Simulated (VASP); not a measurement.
# Ti (Im-3m) in VASP: further runs, part 2 of 2

VASP 6.6.1. Earlier steps stand in the parts before.

### 3 Relaxation of cell and atoms, PBEsol, target pressure 15 GPa, at which the enthalpy is minimised

INCAR

```
PREC = Accurate
ENCUT = 500
EDIFF = 1E-7
ISMEAR = -1
SIGMA = 0.1
LREAL = False
LASPH = True
NELM = 120
ALGO = Normal
ISIF = 3
LWAVE = False
LCHARG = False
GGA = PS
IBRION = 2
NSW = 60
EDIFFG = -0.02
PSTRESS = 150.0
GGA_COMPAT = False
NELMIN = 4
```

KPOINTS

```
regular mesh
0
Gamma
  11 11 11
```

POSCAR

```
Ti
1.0
   -1.6400000000      1.6400000000      1.6400000000
    1.6400000000     -1.6400000000      1.6400000000
    1.6400000000      1.6400000000     -1.6400000000
Ti
1
Direct
    0.0000000000      0.0000000000      0.0000000000
```

Potentials or basis: VASP PAW PBE potentials, release 64 (Ti_sv).

Started as:

```bash
> cat potpaw_PBE.64/Ti_sv/POTCAR > POTCAR
> mpirun -np 1 vasp_std > vasp.out
```

OUTCAR:

```text
PREC = Accurate
   ENCUT = 500
   EDIFF = 1E-7
   ISMEAR = -1
   LREAL = False
   LASPH = True
   NELM = 120
   ISIF = 3
   GGA = PS
   IBRION = 2
   NSW = 60
   EDIFFG = -0.02
   PSTRESS = 150.0
   NELMIN = 4

 ion  position               nearest neighbor table
   1  0.000  0.000  0.000-

  LATTYP: Found a body centered cubic cell.
 ALAT       =     3.2800000000

  Lattice vectors:

 A1 = (  -1.6400000000,   1.6400000000,   1.6400000000)
 A2 = (   1.6400000000,  -1.6400000000,   1.6400000000)
 A3 = (   1.6400000000,   1.6400000000,  -1.6400000000)

Analysis of symmetry for initial positions (statically):
=====================================================================
 Subroutine PRICEL returns:
 Original cell was already a primitive cell.

 Routine SETGRP: Setting up the symmetry group for a
 body centered cubic supercell.

 Subroutine GETGRP returns: Found 48 space group operations
 (whereof 48 operations were pure point group operations)
 out of a pool of 48 trial point group operations.

The static configuration has the point symmetry O_h .

Analysis of symmetry for dynamics (positions and initial velocities):
=====================================================================
 Subroutine PRICEL returns:
 Original cell was already a primitive cell.

 Routine SETGRP: Setting up the symmetry group for a
 body centered cubic supercell.

 Subroutine GETGRP returns: Found 48 space group operations
 (whereof 48 operations were pure point group operations)
 out of a pool of 48 trial point group operations.

The dynamic configuration has the point symmetry O_h .

 Subroutine INISYM returns: Found 48 space group operations
 (whereof 48 operations are pure point group operations),
 and found     1 'primitive' translations

----------------------------------------------------------------------------------------

                                     Primitive cell

  volume of cell :      17.6438

  direct lattice vectors                    reciprocal lattice vectors
    -1.640000000  1.640000000  1.640000000     0.000000000  0.304878049  0.304878049
     1.640000000 -1.640000000  1.640000000     0.304878049  0.000000000  0.304878049
     1.640000000  1.640000000 -1.640000000     0.304878049  0.304878049  0.000000000

  length of vectors
     2.840563324  2.840563324  2.840563324     0.431162671  0.431162671  0.431162671

  position of ions in fractional coordinates (direct lattice)
     0.000000000  0.000000000  0.000000000

  ion indices of the primitive-cell ions
   primitive index   ion index
                 1           1

----------------------------------------------------------------------------------------

 KPOINTS: regular mesh

Automatic generation of k-mesh.
 Grid dimensions read from file:
 generate k-points for:   11   11   11

 Generating k-lattice:

  Cartesian coordinates                     Fractional coordinates (reciprocal lattice)
     0.000000000  0.027716186  0.027716186     0.090909091  0.000000000  0.000000000
     0.027716186  0.000000000  0.027716186     0.000000000  0.090909091  0.000000000
     0.027716186  0.027716186  0.000000000     0.000000000  0.000000000  0.090909091

  Length of vectors
     0.039196606  0.039196606  0.039196606

  Shift w.r.t. Gamma in fractional coordinates (k-lattice)
     0.000000000  0.000000000  0.000000000

 Subroutine IBZKPT returns following result:
 ===========================================

 Found     56 irreducible k-points:

 Following reciprocal coordinates:
            Coordinates               Weight
  0.000000  0.000000  0.000000      1.000000
  0.090909  0.000000  0.000000     12.000000
  0.181818  0.000000  0.000000     12.000000
  0.272727  0.000000  0.000000     12.000000
  0.363636  0.000000  0.000000     12.000000
  0.454545  0.000000  0.000000     12.000000
[... 16 lines left out ...]
  0.272727  0.181818  0.090909     48.000000
  0.363636  0.181818  0.090909     24.000000
 [... further k-points ...]
   k-points           NKPTS =     56   k-points in BZ     NKDIM =     56   number of bands    NBANDS=     10
   number of dos      NEDOS =    301   number of ions     NIONS =      1
   total plane-waves  NPLWV =  13824
   dimension x,y,z NGX =    24 NGY =   24 NGZ =   24
   dimension x,y,z NGXF=    48 NGYF=   48 NGZF=   48
   ions per type =               1
   NGX,Y,Z   is equivalent  to a cutoff of  14.05, 14.05, 14.05 a.u.
   NGXF,Y,Z  is equivalent  to a cutoff of  28.09, 28.09, 28.09 a.u.
 SYSTEM =  unknown system
   PREC   = accura    normal or accurate (medium, high low for compatibility)
   ISTART =      0    job   : 0-new  1-cont  2-samecut
   ICHARG =      2    charge: 1-file 2-atom 10-const
   ISPIN  =      1    spin polarized calculation?
   LNONCOLLINEAR =      F non collinear calculations
   LSORBIT =      F    spin-orbit coupling
   LASPH  =      T    aspherical Exc in radial PAW
   ENCUT  =  500.0 eV  36.75 Ry    6.06 a.u.   5.18  5.18  5.18*2*pi/ulx,y,z
   NELM   =    120;   NELMIN=  4; NELMDL= -5     # of ELM steps
   EDIFF  = 0.1E-06   stopping-criterion for ELM
   LREAL  =      F    real-space projection
   EDIFFG = -.2E-01   stopping-criterion for IOM
   NSW    =     60    number of steps for IOM
   IBRION =      2    ionic relax: 0-MD 1-quasi-New 2-CG
   NFREE  =      1    steps in history (QN), initial steepest desc. (CG)
   ISIF   =      3    stress and relaxation
   ISYM   =      2    0-nonsym 1-usesym 2-fastsym
   POTIM  = 0.5000    time-step for ionic-motion
   TEBEG  =    0.0;   TEEND  =   0.0 temperature during run
   PSTRESS=  150.0 pullay stress
   NELECT =      12.0000    total number of electrons
   NUPDOWN=      -1.0000    fix difference up-down
   EMIN   =  10.00;   EMAX   =-10.00  energy-range for DOS
   EFERMI =   0.00;   METHOD = LEGACY
   ISMEAR =    -1;   SIGMA  =   0.10  broadening in eV -4-tet -1-fermi 0-gaus
   EFERMI_NEDOS =   21; number of points for ismear=-14 and -15
   IALGO  =     38    algorithm
   IMIX   =      4    mixing-type and parameters
     AMIX     =   0.40;   BMIX     =  1.00
     AMIX_MAG =   1.60;   BMIX_MAG =  1.00
  volume/ion in A,a.u.               =      17.64       119.07
  Fermi-wavevector in a.u.,A,eV,Ry     =   1.439698  2.720635 28.201208  2.072730
  Thomas-Fermi vector in A             =   2.558525
   LORBIT       =      0    0 simple, 1 ext, 2 COOP (PROOUT), +10 PAW based schemes
   GGA     = PS    functional components
   LHFCALC =     F    Hartree Fock is set to
   AEXX    =    0.0000 exact exchange contribution
   IVDW    =     0    specifies the selected vdW correction
   LEPSILON=     F    determine dielectric tensor
   LRPA    =     F    only Hartree local field effects (RPA)
 conjugate gradient relaxation of ions
 non-spin polarized calculation
  energy-cutoff  :      500.00
  volume of cell :       17.64
 maximum number of plane-waves:       460
 NGX is ok and might be reduce to    24
   NGX = 11   NGY = 11   NGZ = 11

--------------------------------------- Ionic step        1  -------------------------------------------

 number of electron      12.0000000 magnetization

 Free energy of the ion-electron system (eV)
  ---------------------------------------------------
  ext. energy  EPLUGINS =         0.00000000
  ---------------------------------------------------
  free energy    TOTEN  =        -8.24964486 eV

  energy without entropy =       -8.17049592  energy(sigma->0) =       -8.21007039

------------------------ aborting loop because EDIFF is reached ----------------------------------------

  FORCE on cell =-STRESS in cart. coord.  units (eV):
  Direction    XX          YY          ZZ          XY          YZ          ZX
  --------------------------------------------------------------------------------------
  -------------------------------------------------------------------------------------
  Total       -0.7055778     -0.7055778     -0.7055778      0.0000000      0.0000000      0.0000000
  in kB      -64.0713601    -64.0713601    -64.0713601      0.0000000      0.0000000      0.0000000
  external PRESSURE =    -214.0713601 kB  Pullay stress =     150.0000000 kB
[... 24 lines left out ...]
--------------------------------------- Ionic step        2  -------------------------------------------

 number of electron      12.0000002 magnetization

 E-fermi :  12.0889     XC(G=0): -13.3895

 val. band max:       12.0653444682   @ k =   0.2727   0.1818   0.1818
 cond. band min:      12.1028643420   @ k =   0.1818   0.1818   0.0000
 fundamental gap:      0.0375198738
 Fermi energy:        12.0888795474

 k-point     1 :       0.0000    0.0000    0.0000
  band No.  band energies     occupation
      1     -43.7609      2.00000
      2     -18.9628      2.00000
      3     -18.9628      2.00000
      4     -18.9628      2.00000
      5       5.6640      2.00000
      6      13.2831      0.00001
      7      13.2831      0.00001
      8      13.2831      0.00001
      9      15.9523      0.00000
     10      15.9523      0.00000
[... 372 lines left out ...]
--------------------------------------- Ionic step        4  -------------------------------------------

 number of electron      11.9999998 magnetization

 Free energy of the ion-electron system (eV)
  ---------------------------------------------------
  ext. energy  EPLUGINS =         0.00000000
  ---------------------------------------------------
  free energy    TOTEN  =        -8.19689311 eV

  energy without entropy =       -8.13626185  energy(sigma->0) =       -8.16657748

 E-fermi :   9.7035     XC(G=0): -12.4153

 val. band max:        9.6667700345   @ k =   0.2727   0.2727   0.0000
 cond. band min:       9.7690812467   @ k =   0.2727   0.0909   0.0909
 fundamental gap:      0.1023112122
 Fermi energy:         9.7035279054

 k-point     1 :       0.0000    0.0000    0.0000
  band No.  band energies     occupation
      1     -46.2945      2.00000
      2     -21.9982      2.00000
      3     -21.9982      2.00000
      4     -21.9982      2.00000
      5       3.4663      2.00000
      6      10.8308      0.00003
      7      10.8308      0.00003
      8      10.8308      0.00003
      9      12.9825      0.00000
     10      12.9825      0.00000
[... 331 lines left out ...]
  energy  without entropy=       -8.1362618510  energy(sigma->0) =       -8.16657748

  enthalpy is  TOTEN    =        -6.8108463538 eV   P V=        1.3860467557

 reached required accuracy - stopping structural energy minimisation
```

OSZICAR:

```text
N       E                     dE             d eps       ncg     rms          rms(c)
DAV:   1     0.737547442432E+02    0.73755E+02   -0.67344E+03  1122   0.141E+03
DAV:   2    -0.547461606635E+01   -0.79229E+02   -0.77993E+02  1150   0.307E+02
DAV:   3    -0.934885829683E+01   -0.38742E+01   -0.38300E+01  1538   0.709E+01
[... 47 lines left out ...]
DAV:   4    -0.819675834823E+01   -0.14460E-03   -0.33596E-04  1548   0.127E-01    0.313E-02
DAV:   5    -0.819688111257E+01   -0.12276E-03   -0.25444E-04  1624   0.893E-02    0.208E-02
DAV:   6    -0.819689035811E+01   -0.92455E-05   -0.10481E-05  1192   0.373E-02    0.544E-03
DAV:   7    -0.819689271241E+01   -0.23543E-05   -0.34667E-06  1498   0.153E-02    0.903E-04
DAV:   8    -0.819689309174E+01   -0.37933E-06   -0.75105E-07  1352   0.597E-03    0.812E-05
DAV:   9    -0.819689310950E+01   -0.17765E-07   -0.24634E-08   652   0.128E-03
   4 F= -.68108464E+01 E0= -.67805307E+01  d E =-.213058E+00
```

CONTCAR:

```text
Ti
   1.00000000000000
    -1.5468412234851709    1.5468412234851709    1.5468412234851709
     1.5468412234851709   -1.5468412234851709    1.5468412234851709
     1.5468412234851709    1.5468412234851709   -1.5468412234851709
  Ti
     1
Direct
     0.0000000000000000    1.0000000000000000    1.0000000000000000

  0.00000000E+00  0.00000000E+00  0.00000000E+00
```

It took 37 s on 1 thread of Intel Xeon Platinum 8488C (Sapphire Rapids), shared host; peak memory 0.15 GiB.

Results:

```yaml
Free_energy: -8.1969 eV
Relaxed_volume: 14.80 Å³/atom
Relaxed_cell: a = 2.679 Å, b = 2.679 Å, c = 2.679 Å, α = 109.47°, β = 109.47°, γ = 109.47°
Space_group_after_relaxing_to_0.1_Å: Im-3m (No. 229)
Energy_change_on_relaxing_the_run_minimises_the_enthalpy: +52.8 meV/atom
Ionic_steps: 4
Pressure_after_relaxing: 14.9 GPa
Band_gap_on_the_k_mesh: zero (bands 6 and 7 overlap by 1.89 eV)
```

The path:
```
step  energy change (eV)  largest force (eV/Å)  pressure (GPa)  volume (Å³)
   1              0.0000                0.0000           -6.41        17.64
   2              0.5471                0.0000           51.74        12.28
   3              0.0451                0.0000           14.05        14.89
   4              0.0528                0.0000           14.92        14.80
```

Final structure:
```xyz
1
Lattice="-1.5468 1.5468 1.5468 1.5468 -1.5468 1.5468 1.5468 1.5468 -1.5468" Properties=species:S:1:pos:R:3 pbc="T T T"
Ti    3.0937    0.0000    0.0000
```

Caveat: the cell is relaxed towards a set pressure, so the run minimises the enthalpy, not the energy; the volume moved by over 15 % at a fixed basis, so the end points are rough; the PAW data sets were made with another functional, which shifts forces and pressure a little.
